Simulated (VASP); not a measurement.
Runs of VASP 6.6.1 on Ag. The typed cell holds 1 atom: a = 2.819 Å, b = 2.883 Å, c = 2.861 Å, α = 109.89°, β = 107.88°, γ = 109.47°. 

| level | k mesh | cutoff (eV) | smearing | grid for exact exchange (PRECFOCK) | share of exact exchange | gap on the mesh (eV) | pressure (GPa) |
| --- | --- | --- | --- | --- | --- | --- | --- |
| PBEsol-based global hybrid with 25 % exact exchange | 6 × 6 × 6 | 400 | fermi-dirac 0.05 eV | Normal | 0.25 | none | -6.0 |
| PBEsol | 18 × 18 × 18 | 520 | methfessel-paxton 0.1 eV | - | - | none | -7.2 |
| PBEsol | 8 × 8 × 8 | 520 | methfessel-paxton 0.1 eV | - | - | none | -7.2 |
| PBEsol | 10 × 10 × 10 | 520 | methfessel-paxton 0.1 eV | - | - | none | (a) |
| PBE | 8 × 8 × 8 | 520 | fermi-dirac 0.05 eV | - | - | none | -0.6 |

Alike in all rows: task single point; potentials or basis VASP PAW PBE potentials, release 64 (Ag); no spin polarisation; cell as given.

Task: Estimate the missing entries.

Result: (a) -7.1.

Caveats: some runs use coarse meshes; the PAW data sets were made with another functional, which shifts forces and pressure a little (at least some runs); the cell stands under tension (at least some runs).

A k mesh can miss the band edges, and the runs leave out spin-orbit coupling on Ag.

A gap of «none» marks levels without a gap at the run's occupations.
